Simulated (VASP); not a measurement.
# InP (F-43m) in VASP: notebook

InP is run at these levels: LDA; tasks: single point.

All numbers are computed with VASP 6.6.1; they aren't measurements. Logs are shortened: lines on timing, memory, paths and dates and some standing lists are left out, and cuts for length are marked.

## 1. The cell of the first run

The structure is cubic, space group F-43m (No. 216). The conventional cell has a = 5.938 Å, b = 5.938 Å, c = 5.938 Å, α = 90.00°, β = 90.00°, γ = 90.00°. In (site symmetry -43m) has 4 P at 2.57 Å within 3.4 Å. P (site symmetry -43m) has 4 In at 2.57 Å within 3.4 Å.

## 2. Single point, LDA, non-collinear spin, zero start, spin-orbit coupling

Contents of INCAR:

```
SYSTEM = InP
PREC     = Accurate       ! precision mode
ENCUT    = 520            ! plane-wave cutoff, eV
EDIFF    = 1E-7           ! SCF threshold, eV
ISMEAR   = -1             ! smearing method
SIGMA    = 0.05           ! smearing width, eV
LREAL    = .False.        ! projectors in reciprocal space
LASPH    = .True.         ! aspherical terms in the spheres
NELM     = 150            ! most SCF steps
ALGO     = Normal         ! electronic algorithm
ISIF     = 2              ! what is computed and relaxed
LWAVE    = .False.        ! write WAVECAR
LCHARG   = .False.        ! write CHGCAR
LNONCOLLINEAR= .True.         ! non-collinear magnetism
MAGMOM   = 0 0 0 0 0 0    ! initial moments
LORBIT   = 11             ! projections on sites
LSORBIT  = .True.         ! spin-orbit coupling
GGA_COMPAT= .False.      
LORBMOM  = .True.       
GGA      = CA             ! functional
NBANDS   = 30             ! bands
```

Contents of KPOINTS:

```
Automatic mesh
0
Gamma
  8 8 8
  0 0 0
```

Contents of POSCAR:

```
InP
1.0
    0.0000000000      2.9690636329      2.9690636329
    2.9690636329      0.0000000000      2.9690636329
    2.9690636329      2.9690636329      0.0000000000
In P
1 1
Direct
    0.0000000000      0.0000000000      0.0000000000
    0.7500000000      0.7500000000      0.7500000000
```

Potentials or basis: VASP PAW LDA potentials, release 64 (In_d, P).

Command:

```bash
cat potpaw_LDA.64/In_d/POTCAR potpaw_LDA.64/P/POTCAR > POTCAR
mpirun -np 1 vasp_ncl > vasp.out
```

OUTCAR:

```text
SYSTEM = InP
   PREC = Accurate
   ENCUT = 520
   EDIFF = 1E-7
   ISMEAR = -1
   LREAL = .False.
   LASPH = .True.
   NELM = 150
   ISIF = 2
   LNONCOLLINEAR = .True.
   LORBIT = 11
   LSORBIT = .True.
   GGA = CA

 ion  position               nearest neighbor table
   1  0.000  0.000  0.000-   2 2.57   2 2.57   2 2.57   2 2.57
   2  0.750  0.750  0.750-   1 2.57   1 2.57   1 2.57   1 2.57

  LATTYP: Found a face centered cubic cell.
 ALAT       =     5.9381272658

  Lattice vectors:

 A1 = (   0.0000000000,   2.9690636329,   2.9690636329)
 A2 = (   2.9690636329,   0.0000000000,   2.9690636329)
 A3 = (   2.9690636329,   2.9690636329,   0.0000000000)

Analysis of symmetry for initial positions (statically):
=====================================================================
 Subroutine PRICEL returns:
 Original cell was already a primitive cell.

 Routine SETGRP: Setting up the symmetry group for a
 face centered cubic supercell.

 Subroutine GETGRP returns: Found 24 space group operations
 (whereof 24 operations were pure point group operations)
 out of a pool of 48 trial point group operations.

The static configuration has the point symmetry T_d .

Analysis of symmetry for dynamics (positions and initial velocities):
=====================================================================
 Subroutine PRICEL returns:
 Original cell was already a primitive cell.

 Routine SETGRP: Setting up the symmetry group for a
 face centered cubic supercell.

 Subroutine GETGRP returns: Found 24 space group operations
 (whereof 24 operations were pure point group operations)
 out of a pool of 48 trial point group operations.

The dynamic configuration has the point symmetry T_d .

Analysis of structural, dynamic, and magnetic symmetry:
=====================================================================
 Subroutine PRICEL returns:
 Original cell was already a primitive cell.

 Routine SETGRP: Setting up the symmetry group for a
 face centered cubic supercell.

 Subroutine GETGRP returns: Found 24 space group operations
 (whereof 24 operations were pure point group operations)
 out of a pool of 48 trial point group operations.

The overall configuration has the point symmetry T_d .

 Subroutine INISYM returns: Found 24 space group operations
 (whereof 24 operations are pure point group operations),
 and found     1 'primitive' translations

----------------------------------------------------------------------------------------

[... 968 lines left out ...]
 -----------------------------------------------------------------------------------
    total drift:                                0.000000      0.000000      0.000000

  FREE ENERGIE OF THE ION-ELECTRON SYSTEM (eV)
  ---------------------------------------------------
  free  energy   TOTEN  =        -9.6770856442 eV

  energy  without entropy=       -9.6769236928  energy(sigma->0) =       -9.67700467

 orbital moment (x)

 # of ion     p       d       tot
 ----------------------------------------
  1         0.000   0.000   0.000
  2        -0.000   0.000  -0.000
 ----------------------------------------
           -0.000   0.000  -0.000

 orbital moment (y)

 # of ion     p       d       tot
 ----------------------------------------
  1         0.000   0.000   0.000
  2         0.000   0.000   0.000
 ----------------------------------------
            0.000   0.000   0.000

 orbital moment (z)

 # of ion     p       d       tot
 ----------------------------------------
  1         0.000  -0.000  -0.000
  2         0.000   0.000   0.000
 ----------------------------------------
            0.000  -0.000  -0.000

 Spin-Orbit-Coupling matrix elements

 Ion:    1  E_soc:     -0.0742294
 l=   1
     0.0000000    -0.0056533    -0.0056533
    -0.0056533     0.0000000    -0.0056533
    -0.0056533    -0.0056533     0.0000000
 l=   2
     0.0000000    -0.0013730     0.0000000    -0.0013730    -0.0053453
    -0.0013730     0.0000000    -0.0040090    -0.0013730    -0.0013363
     0.0000000    -0.0040090     0.0000000    -0.0040090     0.0000000
    -0.0013730    -0.0013730    -0.0040090     0.0000000    -0.0013363
    -0.0053453    -0.0013363     0.0000000    -0.0013363     0.0000000
 l=   3
     0.0000000     0.0000000     0.0000000     0.0000000     0.0000000     0.0000000     0.0000000
     0.0000000     0.0000000     0.0000000     0.0000000     0.0000000     0.0000000     0.0000000
     0.0000000     0.0000000     0.0000000     0.0000000     0.0000000     0.0000000     0.0000000
     0.0000000     0.0000000     0.0000000     0.0000000     0.0000000     0.0000000     0.0000000
     0.0000000     0.0000000     0.0000000     0.0000000     0.0000000     0.0000000     0.0000000
     0.0000000     0.0000000     0.0000000     0.0000000     0.0000000     0.0000000     0.0000000
     0.0000000     0.0000000     0.0000000     0.0000000     0.0000000     0.0000000     0.0000000

 Ion:    2  E_soc:     -0.0012102
 l=   1
     0.0000000    -0.0002017    -0.0002017
    -0.0002017     0.0000000    -0.0002017
    -0.0002017    -0.0002017     0.0000000
 l=   2
     0.0000000     0.0000000     0.0000000     0.0000000     0.0000000
     0.0000000     0.0000000     0.0000000     0.0000000     0.0000000
     0.0000000     0.0000000     0.0000000     0.0000000     0.0000000
     0.0000000     0.0000000     0.0000000     0.0000000     0.0000000
     0.0000000     0.0000000     0.0000000     0.0000000     0.0000000
 l=   3
     0.0000000     0.0000000     0.0000000     0.0000000     0.0000000     0.0000000     0.0000000
     0.0000000     0.0000000     0.0000000     0.0000000     0.0000000     0.0000000     0.0000000
     0.0000000     0.0000000     0.0000000     0.0000000     0.0000000     0.0000000     0.0000000
     0.0000000     0.0000000     0.0000000     0.0000000     0.0000000     0.0000000     0.0000000
     0.0000000     0.0000000     0.0000000     0.0000000     0.0000000     0.0000000     0.0000000
     0.0000000     0.0000000     0.0000000     0.0000000     0.0000000     0.0000000     0.0000000
     0.0000000     0.0000000     0.0000000     0.0000000     0.0000000     0.0000000     0.0000000

 total charge

# of ion       s       p       d       tot
------------------------------------------
    1        0.843   0.745   9.890  11.479
    2        1.039   1.459   0.000   2.498
--------------------------------------------------
tot          1.882   2.204   9.890  13.976

 magnetization (x)

# of ion       s       p       d       tot
------------------------------------------
    1        0.000  -0.000   0.000  -0.000
    2        0.000   0.000   0.000   0.000
--------------------------------------------------
tot          0.000  -0.000   0.000  -0.000

 magnetization (y)

# of ion       s       p       d       tot
------------------------------------------
    1        0.000   0.000   0.000   0.000
    2        0.000   0.000   0.000   0.000
--------------------------------------------------
tot          0.000   0.000   0.000   0.000

 magnetization (z)

# of ion       s       p       d       tot
------------------------------------------
    1       -0.000   0.000   0.000   0.000
    2        0.000   0.000   0.000   0.000
--------------------------------------------------
tot          0.000   0.000   0.000   0.000
```

It took 3.7 min on 1 thread of AMD EPYC 7R13, shared host; peak memory 0.26 GiB.

Results:

* Free energy: -9.6771 eV
* Pressure: -3.6 GPa
* Net moment: 0.00 μB per cell
* Valence electrons inside the program's atomic spheres: In 11.48; P 2.50

Moments on the atoms (μB; x, y, z):
```
In  0.00 0.00 0.00
P   0.00 0.00 0.00
```

Caveat: the cell stands under tension.

## 3. Single point, LDA, non-collinear spin, zero start, spin-orbit coupling

This run uses another cell than the first one, of 26.68 Å³/atom.

Contents of INCAR:

```
SYSTEM = InP
PREC = Accurate ; ENCUT = 520
EDIFF = 1E-6 ; ISMEAR = -1
SIGMA = 0.05 ; LREAL = .False.
LASPH = .True. ; NELM = 150
ALGO = Normal ; ISIF = 2
LWAVE = .False. ; LCHARG = .False.
MAGMOM = 0 0 0 0 0 0 ; LORBIT = 11
LSORBIT = .True. ; GGA_COMPAT = .False.
LORBMOM = .True. ; GGA = CA
NBANDS = 30
```

Contents of KPOINTS:

```
regular mesh
0
Gamma
  8 8 8
  0 0 0
```

Contents of POSCAR:

```
InP
1.0
    0.0000000000      2.9879753761      2.9879753761
    2.9879753761      0.0000000000      2.9879753761
    2.9879753761      2.9879753761      0.0000000000
In P
1 1
Direct
    0.0000000000      0.0000000000      0.0000000000
    0.7500000000      0.7500000000      0.7500000000
```

Potentials or basis: VASP PAW LDA potentials, release 64 (In_d, P).

Command:

```bash
cat potpaw_LDA.64/In_d/POTCAR potpaw_LDA.64/P/POTCAR > POTCAR
mpirun -np 1 vasp_ncl > vasp.out
```

It took 3.6 min on 1 thread of AMD EPYC 7R13, shared host; peak memory 0.27 GiB.

It converged, with:

| Quantity | Value |
| --- | --- |
| Free energy | -9.6518 eV |
| Pressure | -4.5 GPa |
| Net moment | 0.00 μB per cell |
| Valence electrons inside the program's atomic spheres | In 11.46; P 2.49 |

Moments on the atoms (μB; x, y, z):
```
In  0.00 0.00 0.00
P   0.00 0.00 0.00
```

Caveat: the cell stands under tension.
